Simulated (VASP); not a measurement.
Input of a VASP 6.6.1 run:

Contents of INCAR:

```
SYSTEM = Be
ALGO     = Normal         ! electronic algorithm
EDIFF    = 1E-6           ! SCF threshold, eV
ENCUT    = 600            ! plane-wave cutoff, eV
GGA      = PE             ! functional
GGA_COMPAT= .False.      
ISIF     = 2              ! what is computed and relaxed
ISMEAR   = 1              ! smearing method
LASPH    = .True.         ! aspherical terms in the spheres
LCHARG   = .True.         ! write CHGCAR
LELF     = .True.         ! ELF
LREAL    = .False.        ! projectors in reciprocal space
LVHAR    = .True.       
LWAVE    = .False.        ! write WAVECAR
NBANDS   = 7              ! bands
NELM     = 120            ! most SCF steps
PREC     = Accurate       ! precision mode
SIGMA    = 0.1            ! smearing width, eV
```

The input KPOINTS:

```
k-points
0
Gamma
  10 10 10
  0 0 0
```

POSCAR

```
Be
1.0
    2.8111500000      0.0000000000      0.0000000000
    0.0000000000      2.8111500000      0.0000000000
    0.0000000000      0.0000000000      2.8111500000
Be
1
Direct
    0.5000000000      0.5000000000      0.5000000000
```

Potentials or basis: VASP PAW PBE potentials, release 64 (Be).

Launch:

```bash
$ cat potpaw_PBE.64/Be/POTCAR > POTCAR
$ mpirun -np 1 vasp_std > vasp.out
```

Problem. Predict the band gap on the k mesh.

Solution. Zero (bands 1 and 2 overlap by 5.06 eV).

Problem. Estimate the pressure.

Solution. -14.6 GPa.

Caveat: the cell stands under tension.
